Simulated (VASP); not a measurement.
## LiBeF3: single point with PBE

LiBeF3:

```xyz
5
Lattice="2.7723 0.0000 0.0000 0.0000 2.6187 4.0502 0.0000 -2.6187 4.0502" Properties=species:S:1:pos:R:3 pbc="T T T"
Li    1.3862    0.0000    5.6146
Be    0.0000    0.0000    0.4444
F     0.0000    1.3202    5.2939
F     0.0000   -1.3202    5.2939
F     1.3862    0.0000    7.6490
```

```
Program                : VASP 6.6.1
Task                   : single point
Functional             : PBE
Potentials or basis    : VASP PAW PBE potentials, release 64 (Li_sv, Be, F)
Cutoff                 : 520 eV
k mesh                 : 6 × 4 × 4
Occupations            : gaussian, width 0.1 eV
Spin                   : no spin polarisation
Dipole correction      : no
Further INCAR settings : ALGO = Normal; EDIFF = 1e-06; NBANDS = 21
```

```json
{"Largest force": "0.034 eV/Å", "Band gap on the k mesh": "7.54 eV, indirect (least direct gap 7.58 eV)"}
```

Forces in eV/Å, atoms in the order of the input:
```
Li   0.000  0.000  0.015
Be   0.000  0.000 -0.016
F    0.000 -0.031  0.013
F    0.000  0.031  0.013
F    0.000  0.000 -0.025
```

Levels at points of the mesh, in eV from the valence-band top:
| k point | band 9 | band 10 | band 11 | band 12 | band 13 | band 14 | band 15 | band 16 | band 17 | band 18 |
| --- | --- | --- | --- | --- | --- | --- | --- | --- | --- | --- |
| (0.00, 0.00, 0.00) | -0.87 | -0.75 | -0.29 | -0.06 | -0.04 | 7.54 | 11.53 | 13.16 | 13.95 | 14.88 |
| (0.50, 0.00, 0.00) | -1.83 | -1.50 | -1.11 | -0.82 | -0.05 | 12.11 | 12.36 | 13.75 | 15.24 | 15.90 |
| (0.00, 0.50, 0.00) | -1.61 | -0.99 | -0.42 | -0.24 | -0.15 | 9.35 | 9.92 | 12.21 | 14.89 | 15.38 |
| (0.50, 0.50, 0.00) | -2.00 | -1.41 | -0.82 | -0.64 | -0.53 | 12.41 | 12.53 | 13.73 | 14.04 | 15.30 |
| (0.00, 0.50, 0.50) | -1.51 | -1.25 | -0.37 | -0.18 | -0.05 | 9.46 | 10.90 | 12.54 | 12.79 | 15.30 |
| (0.50, 0.50, 0.50) | -1.75 | -1.10 | -0.75 | -0.72 | 0.00 | 11.95 | 12.86 | 13.04 | 13.93 | 14.52 |

Run time: 21 s on 1 thread of AMD EPYC 9R14 (Zen 4), with other jobs on the host, peak memory 0.15 GiB.

 A k mesh can miss the band edges.
